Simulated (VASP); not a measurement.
The system is GaN.

```xyz
4
Lattice="3.2424 0.0000 0.0000 -1.6212 2.8080 0.0000 0.0000 0.0000 5.2673" Properties=species:S:1:pos:R:3 pbc="T T T"
Ga    1.6212    0.9360    2.6337
Ga    0.0000    1.8720    0.0000
N     1.6212    0.9360    4.6089
N     0.0000    1.8720    1.9752
```

Base run:

```yaml
Program: VASP 6.6.1
Functional: revPBE
Potentials_or_basis: VASP PAW PBE potentials, release 64 (Ga_d, N)
Cutoff: 520 eV
k_mesh: 10 × 10 × 5
Occupations: fermi-dirac, width 0.05 eV
Spin: no spin polarisation
```

Its results: band gap on the k mesh 1.62 eV, direct; pressure -0.3 GPa; largest force 0.122 eV/Å.

Question: The run is repeated on the same cell with these changes: functional from revPBE to PBE. What comes out?

Answer: Band gap on the k mesh 1.58 eV, direct; pressure -3.0 GPa; largest force 0.119 eV/Å.

PBE binds more tightly than revPBE, so the same cell stands under less pressure.

Caveats: the PAW data sets were made with another functional, which shifts forces and pressure a little (some runs).

